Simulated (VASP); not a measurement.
# Rb2N3Cl (P6/mmm) in VASP: notebook

The runs below take Rb2N3Cl through single point, relaxation of cell and atoms, with PBE.

Everything below comes from runs of VASP 6.6.1. Logs are shortened: lines on timing, memory, paths and dates and some standing lists are left out, and cuts for length are marked.

## Step 1: The cell of the first run

Symmetry: P6/mmm, No. 191, hexagonal system. The conventional cell has a = 5.106 Å, b = 5.106 Å, c = 5.013 Å, α = 90.00°, β = 90.00°, γ = 120.00°. Rb (site symmetry -6m2) has 6 N at 2.91 Å and 3 Rb at 2.95 Å and 6 Cl at 3.87 Å within 3.9 Å. N (site symmetry mmm) has 4 N at 2.55 Å and 2 Cl at 2.55 Å and 4 Rb at 2.91 Å within 3.4 Å. Cl (site symmetry 6/mmm) has 6 N at 2.55 Å within 3.4 Å.

The cell was generated, and may not be a known phase.

## Step 2: Single point, PBE

INCAR

```
SYSTEM = Rb2N3Cl
ALGO = Normal ; EDIFF = 1E-6
ENCUT = 520 ; GGA = PE
ISIF = 2 ; ISMEAR = 0
LASPH = .True. ; LCHARG = .False.
LREAL = .False. ; LWAVE = .False.
NBANDS = 29 ; NELM = 100
PREC = Accurate ; SIGMA = 0.1
```

KPOINTS

```
k-points
0
Gamma
  9 9 8
  0 0 0
```

POSCAR

```
Rb2N3Cl
1.0
    5.1061128746      0.0000000000      0.0000000000
   -2.5530564373      4.4220234640      0.0000000000
    0.0000000000      0.0000000000      5.0133433770
Rb N Cl
2 3 1
Direct
    0.6666666667      0.3333333333      0.5283324850
    0.3333333333      0.6666666667      0.5283324850
    0.0000000000      0.5000000000      1.0283324850
    0.5000000000      0.0000000000      1.0283324850
    0.5000000000      0.5000000000      1.0283324850
    0.0000000000      0.0000000000      0.0283324850
```

Potentials or basis: VASP PAW PBE potentials, release 64 (Rb_sv, N, Cl).

Started as:

```sh
$ cat potpaw_PBE.64/Rb_sv/POTCAR potpaw_PBE.64/N/POTCAR potpaw_PBE.64/Cl/POTCAR > POTCAR
$ mpirun -np 1 vasp_std > vasp.out
```

OUTCAR:

```text
SYSTEM = Rb2N3Cl
   EDIFF = 1E-6
   ENCUT = 520
   GGA = PE
   ISIF = 2
   ISMEAR = 0
   LASPH = .True.
   LREAL = .False.
   NELM = 100
   PREC = Accurate

 ion  position               nearest neighbor table
   1  0.667  0.333  0.528-   3 2.91   3 2.91   4 2.91   4 2.91   5 2.91   5 2.91   2 2.95   2 2.95
                             2 2.95   6 3.87   6 3.87   6 3.87   6 3.87   6 3.87   6 3.87
   2  0.333  0.667  0.528-   3 2.91   3 2.91   4 2.91   4 2.91   5 2.91   5 2.91   1 2.95   1 2.95
                             1 2.95   6 3.87   6 3.87   6 3.87   6 3.87   6 3.87   6 3.87
   3  0.000  0.500  0.028-   1 2.91   2 2.91   1 2.91   2 2.91
   4  0.500  0.000  0.028-   1 2.91   2 2.91   1 2.91   2 2.91
   5  0.500  0.500  0.028-   1 2.91   2 2.91   1 2.91   2 2.91
   6  0.000  0.000  0.028-   1 3.87   2 3.87   1 3.87   2 3.87   1 3.87   1 3.87   2 3.87   2 3.87
                             1 3.87   1 3.87   2 3.87   2 3.87

  LATTYP: Found a hexagonal cell.
 ALAT       =     5.1061128746
 C/A-ratio  =     0.9818316790

  Lattice vectors:

 A1 = (   5.1061128746,   0.0000000000,   0.0000000000)
 A2 = (  -2.5530564373,   4.4220234640,   0.0000000000)
 A3 = (   0.0000000000,   0.0000000000,   5.0133433770)

Analysis of symmetry for initial positions (statically):
=====================================================================
 Subroutine PRICEL returns:
 Original cell was already a primitive cell.

 Routine SETGRP: Setting up the symmetry group for a
 hexagonal supercell.

 Subroutine GETGRP returns: Found 24 space group operations
 (whereof 12 operations were pure point group operations)
 out of a pool of 24 trial point group operations.

The static configuration has the point symmetry C_6v.
 The point group associated with its full space group is D_6h.

Analysis of symmetry for dynamics (positions and initial velocities):
=====================================================================
 Subroutine PRICEL returns:
 Original cell was already a primitive cell.

 Routine SETGRP: Setting up the symmetry group for a
 hexagonal supercell.

 Subroutine GETGRP returns: Found 24 space group operations
 (whereof 12 operations were pure point group operations)
 out of a pool of 24 trial point group operations.

The dynamic configuration has the point symmetry C_6v.
 The point group associated with its full space group is D_6h.

 Subroutine INISYM returns: Found 24 space group operations
 (whereof 12 operations are pure point group operations),
 and found     1 'primitive' translations

[... 101 lines left out ...]
   NELM   =    100;   NELMIN=  2; NELMDL= -5     # of ELM steps
   EDIFF  = 0.1E-05   stopping-criterion for ELM
   LREAL  =      F    real-space projection
   EDIFFG = 0.1E-04   stopping-criterion for IOM
   NSW    =      0    number of steps for IOM
   IBRION =     -1    ionic relax: 0-MD 1-quasi-New 2-CG
   NFREE  =      0    steps in history (QN), initial steepest desc. (CG)
   ISIF   =      2    stress and relaxation
   ISYM   =      2    0-nonsym 1-usesym 2-fastsym
   POTIM  = 0.5000    time-step for ionic-motion
   TEBEG  =    0.0;   TEEND  =   0.0 temperature during run
   PSTRESS=    0.0 pullay stress
   NELECT =      40.0000    total number of electrons
   NUPDOWN=      -1.0000    fix difference up-down
   EMIN   =  10.00;   EMAX   =-10.00  energy-range for DOS
   EFERMI =   0.00;   METHOD = LEGACY
   ISMEAR =     0;   SIGMA  =   0.10  broadening in eV -4-tet -1-fermi 0-gaus
   EFERMI_NEDOS =   21; number of points for ismear=-14 and -15
   IALGO  =     38    algorithm
   IMIX   =      4    mixing-type and parameters
     AMIX     =   0.40;   BMIX     =  1.00
     AMIX_MAG =   1.60;   BMIX_MAG =  1.00
  volume/ion in A,a.u.               =      18.87       127.32
  Fermi-wavevector in a.u.,A,eV,Ry     =   1.157396  2.187161 18.225885  1.339565
  Thomas-Fermi vector in A             =   2.294007
   LORBIT       =      0    0 simple, 1 ext, 2 COOP (PROOUT), +10 PAW based schemes
   GGA     = PE    functional components
   LHFCALC =     F    Hartree Fock is set to
   AEXX    =    0.0000 exact exchange contribution
   IVDW    =     0    specifies the selected vdW correction
   LEPSILON=     F    determine dielectric tensor
   LRPA    =     F    only Hartree local field effects (RPA)
 non-spin polarized calculation
 Gauss-broadening in eV      SIGMA  =   0.10
  energy-cutoff  :      520.00
  volume of cell :      113.20
 maximum number of plane-waves:      3079
 NGX is ok and might be reduce to    40
   NGX = 19   NGY = 19   NGZ = 19

 number of electron      40.0000000 magnetization

 Free energy of the ion-electron system (eV)
  ---------------------------------------------------
  ext. energy  EPLUGINS =         0.00000000
  ---------------------------------------------------
  free energy    TOTEN  =       -17.03888033 eV

  energy without entropy =      -17.00539681  energy(sigma->0) =      -17.02213857

 E-fermi :   1.7396     XC(G=0):  -9.2878

 val. band max:        1.7380565430   @ k =   0.2222   0.0000   0.3750
 cond. band min:       1.7495970199   @ k =   0.4444   0.1111   0.3750
 fundamental gap:      0.0115404769
 Fermi energy:         1.7395699684

 k-point     1 :       0.0000    0.0000    0.0000
  band No.  band energies     occupation
      1     -25.0173      2.00000
      2     -24.1698      2.00000
      3     -14.1331      2.00000
      4     -10.7471      2.00000
      5     -10.4461      2.00000
      6     -10.4461      2.00000
[... 757 lines left out ...]
     28       9.0740      0.00000
     29       9.9554      0.00000

 [... further k-points ...]
[... 5 lines left out ...]
  --------------------------------------------------------------------------------------
  -------------------------------------------------------------------------------------
  Total        0.1119745      0.1119745      0.0982462      0.0000000      0.0000000      0.0000000
  in kB        1.5848601      1.5848601      1.3905524      0.0000000      0.0000000      0.0000000
  external PRESSURE =       1.5200909 kB  Pullay stress =       0.0000000 kB

 VOLUME and BASIS-vectors are now :
 -----------------------------------------------------------------------------
  energy-cutoff  :      520.00
  volume of cell :      113.20
      direct lattice vectors                 reciprocal lattice vectors
     5.106112875  0.000000000  0.000000000     0.195843693  0.113070409  0.000000000
    -2.553056437  4.422023464  0.000000000     0.000000000  0.226140817  0.000000000
     0.000000000  0.000000000  5.013343377     0.000000000  0.000000000  0.199467685

 POSITION                                       TOTAL-FORCE (eV/Angst)
 -----------------------------------------------------------------------------------
      2.55306      1.47401      2.64871         0.000000     -0.000000      0.000000
     -0.00000      2.94802      2.64871        -0.000000      0.000000     -0.000000
     -1.27653      2.21101      0.14204        -0.000000     -0.000000      0.000000
      2.55306      0.00000      0.14204         0.000000     -0.000000     -0.000000
      1.27653      2.21101      0.14204         0.000000     -0.000000     -0.000000
      0.00000      0.00000      0.14204        -0.000000     -0.000000     -0.000000
 -----------------------------------------------------------------------------------
    total drift:                               -0.000000     -0.000000      0.000027

  FREE ENERGIE OF THE ION-ELECTRON SYSTEM (eV)
  ---------------------------------------------------
  free  energy   TOTEN  =       -17.0388803277 eV

  energy  without entropy=      -17.0053968094  energy(sigma->0) =      -17.02213857
```

OSZICAR:

```text
N       E                     dE             d eps       ncg     rms          rms(c)
DAV:   1     0.219014746684E+03    0.21901E+03   -0.19196E+04  3480   0.124E+03
DAV:   2    -0.448039572802E+01   -0.22350E+03   -0.21792E+03  4966   0.256E+02
DAV:   3    -0.185465101093E+02   -0.14066E+02   -0.13853E+02  4417   0.629E+01
DAV:   4    -0.189343979025E+02   -0.38789E+00   -0.38721E+00  5200   0.909E+00
DAV:   5    -0.189396797776E+02   -0.52819E-02   -0.52811E-02  4348   0.112E+00    0.134E+01
DAV:   6    -0.174942031855E+02    0.14455E+01   -0.11812E+01  4718   0.133E+01    0.893E+00
DAV:   7    -0.171100199114E+02    0.38418E+00   -0.95046E-01  3936   0.493E+00    0.635E+00
DAV:   8    -0.170808105278E+02    0.29209E-01   -0.54383E-01  3885   0.361E+00    0.212E+00
DAV:   9    -0.170358391283E+02    0.44971E-01   -0.11773E-01  4027   0.156E+00    0.961E-01
DAV:  10    -0.170396835272E+02   -0.38444E-02   -0.19609E-02  3686   0.711E-01    0.242E-01
DAV:  11    -0.170384605578E+02    0.12230E-02   -0.66423E-03  4396   0.385E-01    0.104E-01
DAV:  12    -0.170388937684E+02   -0.43321E-03   -0.11485E-03  3761   0.170E-01    0.145E-01
DAV:  13    -0.170388760388E+02    0.17730E-04   -0.16493E-04  3892   0.640E-02    0.216E-02
DAV:  14    -0.170388784882E+02   -0.24494E-05   -0.31569E-05  3986   0.265E-02    0.138E-02
DAV:  15    -0.170388808652E+02   -0.23770E-05   -0.32343E-06  3326   0.929E-03    0.618E-03
DAV:  16    -0.170388803277E+02    0.53748E-06   -0.90302E-07  2515   0.501E-03
   1 F= -.17038880E+02 E0= -.17022139E+02  d E =-.334835E-01
```

Run time: 1.8 min. Hardware: 1 thread of Intel Xeon 6975P-C (Granite Rapids), shared host; peak memory 0.34 GiB.

What came out:

| Property | Result |
| --- | --- |
| Free energy | -17.0389 eV |
| Pressure | 0.2 GPa |
| Band gap on the k mesh | zero (bands 20 and 21 overlap by 1.41 eV) |

## Step 3: Relaxation of cell and atoms, PBE

INCAR

```
SYSTEM = Rb2N3Cl
  ALGO = Normal
  EDIFF = 1E-6
  EDIFFG = -0.01
  ENCUT = 600
  GGA = PE
  IBRION = 2
  ISIF = 3
  ISMEAR = 0
  LASPH = .TRUE.
  LCHARG = .FALSE.
  LREAL = .FALSE.
  LWAVE = .FALSE.
  NELM = 100
  NSW = 100
  PREC = Accurate
  SIGMA = 0.1
```

KPOINTS

```
k-points
0
G
  9 9 8
  0 0 0
```

POSCAR

```
Rb2N3Cl
1.0
    5.1061128746      0.0000000000      0.0000000000
   -2.5530564373      4.4220234640      0.0000000000
    0.0000000000      0.0000000000      5.0133433770
Rb N Cl
2 3 1
Direct
    0.6666666667      0.3333333333      0.5283320804
    0.3333333333      0.6666666667      0.5283320804
    0.0000000000      0.5000000000      1.0283324905
    0.5000000000      0.0000000000      1.0283324905
    0.5000000000      0.5000000000      1.0283324905
    0.0000000000      0.0000000000      0.0283332779
```

Potentials or basis: VASP PAW PBE potentials, release 64 (Rb_sv, N, Cl).

Started as:

```sh
$ cat potpaw_PBE.64/Rb_sv/POTCAR potpaw_PBE.64/N/POTCAR potpaw_PBE.64/Cl/POTCAR > POTCAR
$ mpirun -np 1 vasp_std > vasp.out
```

Wall time 2.8 min (1 thread of Intel Xeon 6975P-C (Granite Rapids), shared host); peak memory 0.38 GiB.

The run converged. Its results:

```yaml
Free_energy: -17.0426 eV
Relaxed_volume: 18.90 Å³/atom
Relaxed_cell: a = 5.109 Å, b = 5.109 Å, c = 5.016 Å, α = 90.00°, β = 90.00°, γ = 120.00°
Space_group_after_relaxing_to_0.1_Å: P6/mmm (No. 191)
Energy_gained_by_relaxing: 0.0 meV/atom
Ionic_steps: 2
Pressure_after_relaxing: 0.0 GPa
Band_gap_on_the_k_mesh: zero (bands 20 and 21 overlap by 1.41 eV)
```

Final structure:
```yaml
crystal:
  lattice:
    - [5.10934, 0.00000, 0.00000]
    - [-2.55467, 4.42482, 0.00000]
    - [0.00000, 0.00000, 5.01558]
  atoms:
    - { symbol: Rb, position: [0.66667, 0.33333, 0.52833] }
    - { symbol: Rb, position: [0.33333, 0.66667, 0.52833] }
    - { symbol: N, position: [0.00000, 0.50000, 0.02833] }
    - { symbol: N, position: [0.50000, 0.00000, 0.02833] }
    - { symbol: N, position: [0.50000, 0.50000, 0.02833] }
    - { symbol: Cl, position: [0.00000, 0.00000, 0.02833] }
```

Levels at points of the mesh, in eV from the Fermi level:
```
           k point  band 16  band 17  band 18  band 19  band 20  band 21  band 22  band 23  band 24
(0.00, 0.00, 0.00)    -3.43    -0.54    -0.54    -0.20     1.06     1.06     1.21     2.50     2.50
(0.00, 0.00, 0.50)    -2.94    -1.11     0.13     0.13     1.01     1.01     1.22     2.50     2.50
```
